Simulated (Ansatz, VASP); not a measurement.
## One calculation of SrO, two programs

```
Sr O
1.0
     0.05140    2.59550    2.59550
     2.59550    0.05140    2.59550
     2.59550    2.59550    0.05140
Sr O
1 1
Direct
  0.00000 0.00000 0.00000
  0.50000 0.50000 0.50000
```

Change from the starting cell: equal xy, yz and zx shear strains of +2 %.

Alike in both runs: task single point; functional PBEsol; k mesh 8 × 8 × 8; occupations fermi-dirac, width 0.03 eV; no spin polarisation.

|  | VASP | Ansatz |
| --- | --- | --- |
| version | VASP 6.6.1 | Ansatz 0.2.0 |
| potentials or method | VASP PAW PBE potentials, release 64 (Sr_sv, O), cutoff 520 eV | all-electron LAPW, scalar-relativistic |

```tsv
	VASP	Ansatz	Ansatz less VASP
gap on the k mesh at the Fermi level (eV)	3.13	3.17	+0.046
pressure (GPa)	-0.3	-0.9	-0.61
traceless stress, the component that is largest in VASP (GPa)	-1.15	-1.16	-0.001
```

VASP's potentials were made for PBE, not for PBEsol. Ansatz ran all-electron here, and VASP with PAW potentials.
